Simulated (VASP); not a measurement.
GaN:

```
Ga N
1.0
     3.14828    0.00000    0.00000
    -1.57414    2.72649    0.00000
     0.00000    0.00000    3.93515
Ga N
2 2
Direct
  0.33333 0.66667 0.25000
  0.66667 0.33333 0.75000
  0.66667 0.33333 0.25000
  0.33333 0.66667 0.75000
```

- Program: VASP 6.6.1
- Task: relaxation of cell and atoms
- Functional: PBEsol
- Potentials or basis: VASP PAW PBE potentials, release 64 (Ga_d, N)
- Cutoff: 600 eV
- k mesh: 9 × 9 × 6
- Occupations: fermi-dirac, width 0.03 eV
- Spin: no spin polarisation

At the start: pressure 88.3 GPa; volume 8.44 Å³/atom.

**Question.** How do energy, volume and symmetry change on relaxing?

**Answer.** Over 11 steps the energy falls by 594.5 meV/atom and the volume is 11.13 Å³/atom (+31.9 %); space group P6_3/mmc (No. 194, to 0.05 Å).

Step by step:
| step | energy change (eV) | largest force (eV/Å) | pressure (GPa) | volume (Å³) |
| --- | --- | --- | --- | --- |
| 1 | 0.0000 | 0.0000 | 88.33 | 33.78 |
| 2 | 0.2045 | 0.0000 | -32.69 | 61.98 |
| 3 | -2.2351 | 0.0000 | -4.16 | 44.69 |
| 4 | -2.2428 | 0.0000 | -1.89 | 44.14 |
| 5 | -2.2437 | 0.0000 | -0.83 | 43.91 |
| 6 | -2.3292 | 0.0000 | 0.42 | 43.80 |
| 7 | -2.3664 | 0.0000 | 4.10 | 43.56 |
| 8 | -2.3675 | 0.0000 | 3.56 | 43.59 |
| 9 | -2.3722 | 0.0000 | -2.83 | 45.25 |
| 10 | -2.3780 | 0.0000 | -0.21 | 44.53 |
| 11 | -2.3782 | 0.0000 | -0.04 | 44.54 |

Final structure:
```
Ga N
1.0
     3.30801    0.00000    0.00000
    -1.65400    2.86482    0.00000
     0.00000    0.00000    4.69956
Ga N
2 2
Direct
  0.33333 0.66667 0.25000
  0.66667 0.33333 0.75000
  0.66667 0.33333 0.25000
  0.33333 0.66667 0.75000
```

Caveat: the volume moved by over 15 % at a fixed basis, so the end points are rough; the PAW data sets were made with another functional, which shifts forces and pressure a little.
